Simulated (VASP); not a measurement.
# TaN (I4/mmm) in VASP: single point with r2SCAN

Aim: the single point of TaN with r2SCAN.

Program: VASP 6.6.1. These are calculated values, not measurements. Logs are shortened: lines on timing, memory, paths and dates and some standing lists are left out, and cuts for length are marked.

## 1. The cell of the first run

It takes space group I4/mmm (No. 139, tetragonal). Conventional cell: a = 3.236 Å, b = 3.236 Å, c = 4.358 Å, α = 90.00°, β = 90.00°, γ = 90.00°. Within 2.9 Å of Ta (site symmetry 4/mmm) lie 6 N at 2.18 to 2.29 Å. Within 2.9 Å of N (site symmetry 4/mmm) lie 6 Ta at 2.18 to 2.29 Å.

## 2. Single point, r2SCAN

Contents of POSCAR:

```
TaN
1.0
    0.0000000000      2.2879500000      2.1790000000
    2.2879500000      0.0000000000      2.1790000000
    2.2879500000      2.2879500000      0.0000000000
Ta N
1 1
Direct
    0.5000000000      0.5000000000      0.5000000000
    0.0000000000      0.0000000000      0.0000000000
```

Contents of INCAR.step1:

```
PREC = Accurate ; ENCUT = 520
ISMEAR = -1 ; SIGMA = 0.05
LREAL = F ; LASPH = T
NELM = 60 ; NBANDS = 15
GGA = PE ; ALGO = Normal
EDIFF = 1E-4 ; LWAVE = T
LCHARG = F
```

Contents of INCAR.step2:

```
PREC = Accurate ; ENCUT = 520
EDIFF = 1E-6 ; ISMEAR = -1
SIGMA = 0.05 ; LREAL = F
LASPH = T ; NELM = 60
ALGO = Normal ; ISIF = 2
LWAVE = F ; LCHARG = F
METAGGA = R2SCAN ; LMIXTAU = T
NBANDS = 15 ; ISTART = 1
```

Contents of KPOINTS:

```
Automatic mesh
0
Gamma
  14 14 14
```

Potentials or basis: VASP PAW PBE potentials, release 64 (Ta_pv, N).

The run is started by

```sh
> cat potpaw_PBE.64/Ta_pv/POTCAR potpaw_PBE.64/N/POTCAR > POTCAR
> cp INCAR.step1 INCAR
> mpirun -np 1 vasp_std > vasp.out
> cp INCAR.step2 INCAR
> mpirun -np 1 vasp_std > vasp.out
```

OUTCAR:

```text
PREC = Accurate
   ENCUT = 520
   EDIFF = 1E-6
   ISMEAR = -1
   LREAL = F
   LASPH = T
   NELM = 60
   ISIF = 2
   METAGGA = R2SCAN
   ISTART = 1

 ion  position               nearest neighbor table
   1  0.500  0.500  0.500-   2 2.18   2 2.18   2 2.29   2 2.29   2 2.29   2 2.29
   2  0.000  0.000  0.000-   1 2.18   1 2.18   1 2.29   1 2.29   1 2.29   1 2.29

  LATTYP: Found a body centered tetragonal cell.
 ALAT       =     3.2356499200
 C/A-ratio  =     1.3468700594

  Lattice vectors:

 A1 = (   0.0000000000,  -2.2879500000,  -2.1790000000)
 A2 = (   0.0000000000,   2.2879500000,  -2.1790000000)
 A3 = (   2.2879500000,   0.0000000000,   2.1790000000)

Analysis of symmetry for initial positions (statically):
=====================================================================
 Subroutine PRICEL returns:
 Original cell was already a primitive cell.

 Routine SETGRP: Setting up the symmetry group for a
 body centered tetragonal supercell.

 Subroutine GETGRP returns: Found 16 space group operations
 (whereof 16 operations were pure point group operations)
 out of a pool of 16 trial point group operations.

The static configuration has the point symmetry D_4h.

Analysis of symmetry for dynamics (positions and initial velocities):
=====================================================================
 Subroutine PRICEL returns:
 Original cell was already a primitive cell.

 Routine SETGRP: Setting up the symmetry group for a
 body centered tetragonal supercell.

 Subroutine GETGRP returns: Found 16 space group operations
 (whereof 16 operations were pure point group operations)
 out of a pool of 16 trial point group operations.

The dynamic configuration has the point symmetry D_4h.

 Subroutine INISYM returns: Found 16 space group operations
 (whereof 16 operations are pure point group operations),
 and found     1 'primitive' translations

----------------------------------------------------------------------------------------

                                     Primitive cell

  volume of cell :      22.8129

  direct lattice vectors                    reciprocal lattice vectors
     0.000000000  2.287950000  2.179000000    -0.218536244  0.218536244  0.229463056
     2.287950000  0.000000000  2.179000000     0.218536244 -0.218536244  0.229463056
     2.287950000  2.287950000  0.000000000     0.218536244  0.218536244 -0.229463056

  length of vectors
     3.159550000  3.159550000  3.235649920     0.384927882  0.384927882  0.384927882

  position of ions in fractional coordinates (direct lattice)
     0.500000000  0.500000000  0.500000000
     0.000000000  0.000000000  0.000000000
[... 83 lines left out ...]
   ISIF   =      2    stress and relaxation
   ISYM   =      2    0-nonsym 1-usesym 2-fastsym
   POTIM  = 0.5000    time-step for ionic-motion
   TEBEG  =    0.0;   TEEND  =   0.0 temperature during run
   PSTRESS=    0.0 pullay stress
   NELECT =      16.0000    total number of electrons
   NUPDOWN=      -1.0000    fix difference up-down
   EMIN   =  10.00;   EMAX   =-10.00  energy-range for DOS
   EFERMI =   0.00;   METHOD = LEGACY
   ISMEAR =    -1;   SIGMA  =   0.05  broadening in eV -4-tet -1-fermi 0-gaus
   EFERMI_NEDOS =   21; number of points for ismear=-14 and -15
   IALGO  =     38    algorithm
   IMIX   =      4    mixing-type and parameters
     AMIX     =   0.40;   BMIX     =  1.00
     AMIX_MAG =   1.60;   BMIX_MAG =  1.00
  volume/ion in A,a.u.               =      11.41        76.97
  Fermi-wavevector in a.u.,A,eV,Ry     =   1.454526  2.748655 28.785098  2.115645
  Thomas-Fermi vector in A             =   2.571666
   LORBIT       =      0    0 simple, 1 ext, 2 COOP (PROOUT), +10 PAW based schemes
   METAGGA = R2SCAN    functional components
   LHFCALC =     F    Hartree Fock is set to
   AEXX    =    0.0000 exact exchange contribution
   IVDW    =     0    specifies the selected vdW correction
   LEPSILON=     F    determine dielectric tensor
   LRPA    =     F    only Hartree local field effects (RPA)
 non-spin polarized calculation
  energy-cutoff  :      520.00
  volume of cell :       22.81
 maximum number of plane-waves:       628
   NGX = 11   NGY = 11   NGZ = 13

 number of electron      15.9999997 magnetization

 Free energy of the ion-electron system (eV)
  ---------------------------------------------------
  ext. energy  EPLUGINS =         0.00000000
  ---------------------------------------------------
  free energy    TOTEN  =       -59.48486877 eV

  energy without entropy =      -59.47752121  energy(sigma->0) =      -59.48119499

 E-fermi :   8.8140     XC(G=0): -14.0068

 val. band max:        8.8125763087   @ k =   0.2143  -0.0000   0.1429
 cond. band min:       8.8460950805   @ k =   0.2857   0.0000   0.0000
 fundamental gap:      0.0335187717
 Fermi energy:         8.8140270165

 k-point     1 :       0.0000    0.0000    0.0000
  band No.  band energies     occupation
      1     -28.4588      2.00000
      2     -28.4588      2.00000
      3     -28.4285      2.00000
      4     -10.6068      2.00000
      5       4.8460      2.00000
      6       4.8460      2.00000
      7       4.9971      2.00000
      8       6.6882      2.00000
      9       6.6882      2.00000
     10       7.2169      2.00000
     11       8.6523      1.92425
     12       8.6672      1.89917
     13      10.6487      0.00000
     14      18.2317      0.00000
[... 401 lines left out ...]
      2     -28.5549      2.00000
      3     -28.5151      2.00000
      4      -9.2559      2.00000
      5       0.6857      2.00000
      6       2.6595      2.00000
      7       3.0391      2.00000
      8       6.4241      2.00000
      9       9.6503      0.00000
     10       9.7528      0.00000
     11      10.9232      0.00000
     12      11.2036      0.00000
     13      16.3879      0.00000
     14      18.2308      0.00000
     15      22.0042      0.00000

 [... further k-points ...]
[... 5 lines left out ...]
  --------------------------------------------------------------------------------------
  -------------------------------------------------------------------------------------
  Total       -3.6252641     -3.6252641     -0.5549893      0.0000000      0.0000000      0.0000000
  in kB     -254.6067701   -254.6067701    -38.9775863      0.0000000      0.0000000      0.0000000
  external PRESSURE =    -182.7303755 kB  Pullay stress =       0.0000000 kB

 VOLUME and BASIS-vectors are now :
 -----------------------------------------------------------------------------
  energy-cutoff  :      520.00
  volume of cell :       22.81
      direct lattice vectors                 reciprocal lattice vectors
     0.000000000  2.287950000  2.179000000    -0.218536244  0.218536244  0.229463056
     2.287950000  0.000000000  2.179000000     0.218536244 -0.218536244  0.229463056
     2.287950000  2.287950000  0.000000000     0.218536244  0.218536244 -0.229463056

 POSITION                                       TOTAL-FORCE (eV/Angst)
 -----------------------------------------------------------------------------------
      2.28795      2.28795      2.17900         0.000000     -0.000000      0.000000
      0.00000      0.00000      0.00000         0.000000      0.000000      0.000000
 -----------------------------------------------------------------------------------
    total drift:                                0.000000     -0.000000      0.000000

  FREE ENERGIE OF THE ION-ELECTRON SYSTEM (eV)
  ---------------------------------------------------
  free  energy   TOTEN  =       -59.4848687748 eV

  energy  without entropy=      -59.4775212075  energy(sigma->0) =      -59.48119499
```

OSZICAR.step1:

```text
N       E                     dE             d eps       ncg     rms          rms(c)
DAV:   1     0.898208421188E+02    0.89821E+02   -0.87603E+03  7320   0.112E+03
DAV:   2    -0.219296443102E+02   -0.11175E+03   -0.10538E+03  9092   0.299E+02
DAV:   3    -0.247677610476E+02   -0.28381E+01   -0.28191E+01  8202   0.444E+01
DAV:   4    -0.247801328010E+02   -0.12372E-01   -0.12364E-01  9526   0.311E+00
DAV:   5    -0.247802174324E+02   -0.84631E-04   -0.84631E-04  8300   0.233E-01    0.211E+01
DAV:   6    -0.218497561045E+02    0.29305E+01   -0.60307E+00  8754   0.261E+01    0.852E+00
DAV:   7    -0.217546039771E+02    0.95152E-01   -0.56615E-01  7964   0.632E+00    0.610E+00
DAV:   8    -0.217239138910E+02    0.30690E-01   -0.17569E-01  8559   0.362E+00    0.154E+00
DAV:   9    -0.217168323114E+02    0.70816E-02   -0.19643E-02  8538   0.117E+00    0.329E-01
DAV:  10    -0.217168000252E+02    0.32286E-04   -0.11292E-03  8895   0.335E-01    0.632E-02
DAV:  11    -0.217167756378E+02    0.24387E-04   -0.35428E-05  5216   0.712E-02
   1 F= -.21716776E+02 E0= -.21712838E+02  d E =-.787602E-02
```

Wall time 84 s (1 thread of Intel Xeon 6975P-C (Granite Rapids), shared host); peak memory 0.21 GiB.

What came out:

```
Free energy            : -59.4849 eV
Pressure               : -18.3 GPa
Band gap on the k mesh : zero (bands 8 and 9 overlap by 3.62 eV)
```

Caveat: the cell stands under tension; the PAW data sets were made with another functional, which shifts forces and pressure a little; spin-orbit coupling is left out, which moves the levels of the heavy elements.
